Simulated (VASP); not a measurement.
# TiTe2 (P1) in VASP: single point with PBE

Aim: the single point of TiTe2 with PBE.

All numbers are computed with VASP 6.6.1; they aren't measurements. Logs are shortened: lines on timing, memory, paths and dates and some standing lists are left out, and cuts for length are marked.

## (1) The cell of the first run

The typed cell holds 3 atoms: a = 3.582 Å, b = 3.614 Å, c = 6.480 Å, α = 90.17°, β = 89.55°, γ = 116.63°.

## (2) Single point, PBE (atoms moved at random and the cell strained at random)

The input, INCAR:

```
ALGO = Normal
EDIFF = 1E-6
ENCUT = 520
GGA = PE
ISIF = 2
ISMEAR = 0
LASPH = True
LCHARG = False
LREAL = False
LWAVE = False
NBANDS = 19
NELM = 100
PREC = Accurate
SIGMA = 0.1
```

The input, KPOINTS:

```
k-points
0
Gamma
  12 12 6
```

The input, POSCAR:

```
TiTe2
1.0
    3.5806723815      0.0966534527      0.0144659134
   -1.7066318453      3.1859843210     -0.0057937261
    0.0248873400      0.0028591200      6.4801305000
Ti Te
1 2
Direct
   -0.0052246215      0.0380283734     -0.0067174515
    0.6746880929      0.2873746118      0.2600468452
    0.3305365286      0.6745970148      0.7466706063
```

Potentials or basis: VASP PAW PBE potentials, release 64 (Ti_sv, Te).

On the command line:

```sh
$ cat potpaw_PBE.64/Ti_sv/POTCAR potpaw_PBE.64/Te/POTCAR > POTCAR
$ mpirun -np 1 vasp_std > vasp.out
```

OUTCAR:

```text
EDIFF = 1E-6
   ENCUT = 520
   GGA = PE
   ISIF = 2
   ISMEAR = 0
   LASPH = True
   LREAL = False
   NELM = 100
   PREC = Accurate

 ion  position               nearest neighbor table
   1  0.995  0.038  0.993-   2 2.45   3 2.61   3 2.66   3 2.68   2 2.80   2 2.98
   2  0.675  0.287  0.260-   1 2.45   1 2.80   1 2.98
   3  0.331  0.675  0.747-   1 2.61   1 2.66   1 2.68

  LATTYP: Found a triclinic cell.
 ALAT       =     3.5820058426
 B/A-ratio  =     1.0090140187
 C/A-ratio  =     1.8090922254
 COS(alpha) =     0.0030275262
 COS(beta)  =     0.0078894734
 COS(gamma) =     0.4482347835

  Lattice vectors:

 A1 = (  -3.5806723815,  -0.0966534527,  -0.0144659134)
 A2 = (  -1.7066318453,   3.1859843210,  -0.0057937261)
 A3 = (  -0.0248873400,  -0.0028591200,  -6.4801305000)

Analysis of symmetry for initial positions (statically):
=====================================================================
 Subroutine PRICEL returns:
 Original cell was already a primitive cell.

 Routine SETGRP: Setting up the symmetry group for a
 triclinic supercell.

 Subroutine GETGRP returns: Found  1 space group operations
 (whereof  1 operations were pure point group operations)
 out of a pool of  2 trial point group operations.

The static configuration has the point symmetry C_1 .

Analysis of symmetry for dynamics (positions and initial velocities):
=====================================================================
 Subroutine PRICEL returns:
 Original cell was already a primitive cell.

 Routine SETGRP: Setting up the symmetry group for a
 triclinic supercell.

 Subroutine GETGRP returns: Found  1 space group operations
 (whereof  1 operations were pure point group operations)
 out of a pool of  2 trial point group operations.

The dynamic configuration has the point symmetry C_1 .

 Subroutine INISYM returns: Found  1 space group operations
 (whereof  1 operations are pure point group operations),
 and found     1 'primitive' translations

----------------------------------------------------------------------------------------

                                     Primitive cell

  volume of cell :      74.9928

  direct lattice vectors                    reciprocal lattice vectors
     3.580672381  0.096653453  0.014465913     0.275301069  0.147468105 -0.001122376
    -1.706631845  3.185984321 -0.005793726    -0.008351272  0.309401036 -0.000104438
     0.024887340  0.002859120  6.480130500    -0.000622035 -0.000052572  0.154320292

  length of vectors
     3.582005843  3.614294110  6.480178921     0.312311992  0.309513741  0.154321555

  position of ions in fractional coordinates (direct lattice)
     0.994775379  0.038028373  0.993282548
     0.674688093  0.287374612  0.260046845
     0.330536529  0.674597015  0.746670606

  ion indices of the primitive-cell ions
   primitive index   ion index
                 1           1
                 2           2
                 3           3

----------------------------------------------------------------------------------------

 KPOINTS: k-points

Automatic generation of k-mesh.
 Grid dimensions read from file:
 generate k-points for:   12   12    6

 Generating k-lattice:

  Cartesian coordinates                     Fractional coordinates (reciprocal lattice)
     0.022941756  0.012289009 -0.000093531     0.083333333  0.000000000 -0.000000000
    -0.000695939  0.025783420 -0.000008703     0.000000000  0.083333333  0.000000000
    -0.000103672 -0.000008762  0.025720049     0.000000000 -0.000000000  0.166666667

  Length of vectors
     0.026025999  0.025792812  0.025720259

  Shift w.r.t. Gamma in fractional coordinates (k-lattice)
     0.000000000  0.000000000  0.000000000

 Subroutine IBZKPT returns following result:
 ===========================================

 Found    436 irreducible k-points:

 Following reciprocal coordinates:
            Coordinates               Weight
  0.000000  0.000000  0.000000      1.000000
  0.083333 -0.000000  0.000000      2.000000
  0.166667 -0.000000  0.000000      2.000000
  0.250000  0.000000  0.000000      2.000000
  0.333333 -0.000000  0.000000      2.000000
  0.416667 -0.000000  0.000000      2.000000
[... 16 lines left out ...]
  0.250000  0.166667  0.000000      2.000000
  0.333333  0.166667  0.000000      2.000000
 [... further k-points ...]
   k-points           NKPTS =    436   k-points in BZ     NKDIM =    436   number of bands    NBANDS=     19
   number of dos      NEDOS =    301   number of ions     NIONS =      3
   total plane-waves  NPLWV =  37632
   dimension x,y,z NGX =    28 NGY =   28 NGZ =   48
   dimension x,y,z NGXF=    56 NGYF=   56 NGZF=   96
   ions per type =               1   2
   NGX,Y,Z   is equivalent  to a cutoff of  13.00, 12.88, 12.31 a.u.
   NGXF,Y,Z  is equivalent  to a cutoff of  25.99, 25.76, 24.63 a.u.
 SYSTEM =  unknown system
   PREC   = accura    normal or accurate (medium, high low for compatibility)
   ISTART =      0    job   : 0-new  1-cont  2-samecut
   ICHARG =      2    charge: 1-file 2-atom 10-const
   ISPIN  =      1    spin polarized calculation?
   LNONCOLLINEAR =      F non collinear calculations
   LSORBIT =      F    spin-orbit coupling
   LASPH  =      T    aspherical Exc in radial PAW
   ENCUT  =  520.0 eV  38.22 Ry    6.18 a.u.   6.66  6.72 12.05*2*pi/ulx,y,z
   NELM   =    100;   NELMIN=  2; NELMDL= -5     # of ELM steps
   EDIFF  = 0.1E-05   stopping-criterion for ELM
   LREAL  =      F    real-space projection
   EDIFFG = 0.1E-04   stopping-criterion for IOM
   NSW    =      0    number of steps for IOM
   IBRION =     -1    ionic relax: 0-MD 1-quasi-New 2-CG
   NFREE  =      0    steps in history (QN), initial steepest desc. (CG)
   ISIF   =      2    stress and relaxation
   ISYM   =      2    0-nonsym 1-usesym 2-fastsym
   POTIM  = 0.5000    time-step for ionic-motion
   TEBEG  =    0.0;   TEEND  =   0.0 temperature during run
   PSTRESS=    0.0 pullay stress
   NELECT =      24.0000    total number of electrons
   NUPDOWN=      -1.0000    fix difference up-down
   EMIN   =  10.00;   EMAX   =-10.00  energy-range for DOS
   EFERMI =   0.00;   METHOD = LEGACY
   ISMEAR =     0;   SIGMA  =   0.10  broadening in eV -4-tet -1-fermi 0-gaus
   EFERMI_NEDOS =   21; number of points for ismear=-14 and -15
   IALGO  =     38    algorithm
   IMIX   =      4    mixing-type and parameters
     AMIX     =   0.40;   BMIX     =  1.00
     AMIX_MAG =   1.60;   BMIX_MAG =  1.00
  volume/ion in A,a.u.               =      25.00       168.69
  Fermi-wavevector in a.u.,A,eV,Ry     =   1.119795  2.116106 17.060909  1.253941
  Thomas-Fermi vector in A             =   2.256437
   LORBIT       =      0    0 simple, 1 ext, 2 COOP (PROOUT), +10 PAW based schemes
   GGA     = PE    functional components
   LHFCALC =     F    Hartree Fock is set to
   AEXX    =    0.0000 exact exchange contribution
   IVDW    =     0    specifies the selected vdW correction
   LEPSILON=     F    determine dielectric tensor
   LRPA    =     F    only Hartree local field effects (RPA)
 non-spin polarized calculation
 Gauss-broadening in eV      SIGMA  =   0.10
  energy-cutoff  :      520.00
  volume of cell :       74.99
 maximum number of plane-waves:      2040
   NGX = 13   NGY = 13   NGZ = 25

 number of electron      23.9999999 magnetization

 Free energy of the ion-electron system (eV)
  ---------------------------------------------------
  ext. energy  EPLUGINS =         0.00000000
  ---------------------------------------------------
  free energy    TOTEN  =       -15.71334867 eV

  energy without entropy =      -15.70848323  energy(sigma->0) =      -15.71091595

 E-fermi :   7.7636     XC(G=0): -10.1292

 val. band max:        7.7588673858   @ k =   0.0000   0.0833   0.3333
 cond. band min:       7.7676190922   @ k =   0.0000  -0.3333   0.3333
 fundamental gap:      0.0087517063
 Fermi energy:         7.7635856035

 k-point     1 :       0.0000    0.0000    0.0000
  band No.  band energies     occupation
      1     -49.5392      2.00000
      2     -25.8462      2.00000
      3     -25.8326      2.00000
      4     -25.7966      2.00000
      5      -5.2206      2.00000
      6      -3.6175      2.00000
[... 11 lines left out ...]
     18      13.2071      0.00000
     19      14.2864      0.00000

 k-point     2 :       0.0833   -0.0000    0.0000
  band No.  band energies     occupation
      1     -49.5388      2.00000
      2     -25.8497      2.00000
      3     -25.8332      2.00000
      4     -25.7967      2.00000
      5      -5.1353      2.00000
      6      -3.5706      2.00000
[... 11 lines left out ...]
     18      13.7526      0.00000
     19      14.6016      0.00000

 k-point     3 :       0.1667   -0.0000    0.0000
  band No.  band energies     occupation
      1     -49.5379      2.00000
      2     -25.8600      2.00000
      3     -25.8351      2.00000
      4     -25.7962      2.00000
      5      -4.8859      2.00000
      6      -3.4384      2.00000
[... 11 lines left out ...]
     18      14.1506      0.00000
     19      14.9671      0.00000

 k-point     4 :       0.2500    0.0000    0.0000
  band No.  band energies     occupation
      1     -49.5366      2.00000
      2     -25.8752      2.00000
      3     -25.8378      2.00000
      4     -25.7941      2.00000
      5      -4.4951      2.00000
      6      -3.2501      2.00000
[... 11 lines left out ...]
     18      13.7795      0.00000
     19      14.5102      0.00000

 k-point     5 :       0.3333   -0.0000    0.0000
  band No.  band energies     occupation
      1     -49.5353      2.00000
      2     -25.8911      2.00000
      3     -25.8405      2.00000
      4     -25.7912      2.00000
      5      -4.0097      2.00000
      6      -3.0658      2.00000
[... 11 lines left out ...]
     18      13.4511      0.00000
     19      14.0167      0.00000
[... 334 lines left out ...]
      2     -25.8649      2.00000
      3     -25.8388      2.00000
      4     -25.7949      2.00000
      5      -4.6832      2.00000
      6      -3.3358      2.00000
[... 11 lines left out ...]
     18      14.6784      0.00000
     19      14.9790      0.00000

 k-point    22 :       0.1667    0.1667    0.0000
  band No.  band energies     occupation
      1     -49.5363      2.00000
      2     -25.8749      2.00000
      3     -25.8434      2.00000
      4     -25.7934      2.00000
      5      -4.3325      2.00000
      6      -3.1701      2.00000
[... 11 lines left out ...]
     18      14.1936      0.00000
     19      14.9608      0.00000

 k-point    23 :       0.2500    0.1667    0.0000
  band No.  band energies     occupation
      1     -49.5351      2.00000
      2     -25.8858      2.00000
      3     -25.8491      2.00000
      4     -25.7911      2.00000
      5      -3.8883      2.00000
      6      -2.9952      2.00000
[... 11 lines left out ...]
     18      13.2497      0.00000
     19      14.9795      0.00000

 k-point    24 :       0.3333    0.1667    0.0000
  band No.  band energies     occupation
      1     -49.5341      2.00000
      2     -25.8957      2.00000
      3     -25.8531      2.00000
      4     -25.7887      2.00000
      5      -3.4318      2.00000
      6      -2.8905      2.00000
[... 11 lines left out ...]
     18      12.7547      0.00000
     19      15.1048      0.00000

 [... further k-points ...]
[... 5 lines left out ...]
  --------------------------------------------------------------------------------------
  -------------------------------------------------------------------------------------
  Total        5.3099716      3.0072479      5.9226717     -1.2933513      1.4621105     -2.7919142
  in kB      113.4443700     64.2480540    126.5343412    -27.6316778     31.2371170    -59.6475775
  external PRESSURE =     101.4089217 kB  Pullay stress =       0.0000000 kB

 VOLUME and BASIS-vectors are now :
 -----------------------------------------------------------------------------
  energy-cutoff  :      520.00
  volume of cell :       74.99
      direct lattice vectors                 reciprocal lattice vectors
     3.580672381  0.096653453  0.014465913     0.275301069  0.147468105 -0.001122376
    -1.706631845  3.185984321 -0.005793726    -0.008351272  0.309401036 -0.000104438
     0.024887340  0.002859120  6.480130500    -0.000622035 -0.000052572  0.154320292

 POSITION                                       TOTAL-FORCE (eV/Angst)
 -----------------------------------------------------------------------------------
      3.52178      0.22015      6.45077         0.970488     -1.028513     -0.200430
      1.93187      0.98153      1.69323        -1.290710      0.973856      1.656770
      0.05084      2.18334      4.83940         0.320222      0.054657     -1.456340
 -----------------------------------------------------------------------------------
    total drift:                                0.000101      0.000143     -0.000111

  FREE ENERGIE OF THE ION-ELECTRON SYSTEM (eV)
  ---------------------------------------------------
  free  energy   TOTEN  =       -15.7133486670 eV

  energy  without entropy=      -15.7084832326  energy(sigma->0) =      -15.71091595
```

Run time: 6 min. Hardware: 1 thread of AMD EPYC 9R45 (Zen 5), shared host; peak memory 0.64 GiB.

Results:

```yaml
Free_energy: -15.7133 eV
Pressure: 10.1 GPa
Largest_force: 2.315 eV/Å
Band_gap_on_the_k_mesh: zero (band 12 reaches 8.10 eV, above the bottom of band 13 at 7.54 eV)
```

Forces in eV/Å, atoms in the order of the input:
```
Ti   0.970 -1.029 -0.200
Te  -1.291  0.974  1.657
Te   0.320  0.055 -1.456
```

Stress tensor (GPa, compression positive):
```
11.34 -2.76 -5.96
-2.76  6.42  3.12
-5.96  3.12 12.65
```

Levels at points of the mesh, in eV from the Fermi level:
| k point | band 10 | band 11 | band 12 | band 13 | band 14 | band 15 |
| --- | --- | --- | --- | --- | --- | --- |
| (0.00, 0.00, 0.00) | -0.18 | -0.03 | 0.24 | 0.49 | 1.49 | 1.80 |
| (0.50, 0.00, 0.00) | -2.79 | -1.82 | -1.09 | 0.30 | 1.15 | 1.62 |
| (0.00, 0.50, 0.00) | -2.84 | -1.88 | -0.88 | 0.12 | 1.15 | 1.61 |
| (0.50, 0.50, 0.00) | -2.48 | -2.30 | -1.67 | -0.11 | 1.27 | 1.68 |
| (0.00, 0.00, 0.50) | -1.55 | -0.18 | 0.10 | 0.90 | 1.23 | 1.68 |
| (0.50, 0.00, 0.50) | -2.09 | -1.31 | -0.95 | 0.28 | 1.16 | 1.63 |
| (0.00, 0.50, 0.50) | -2.10 | -1.19 | -0.76 | 0.05 | 1.15 | 1.60 |
| (0.50, 0.50, 0.50) | -2.56 | -1.58 | -1.19 | -0.22 | 1.28 | 1.64 |

Caveat: the cell differs from its parent crystal (atoms moved at random and the cell strained at random); spin-orbit coupling is left out, which moves the levels of the heavy elements; forces of over 1 eV/Å act on the atoms, so gaps and moduli don't describe the material at rest.
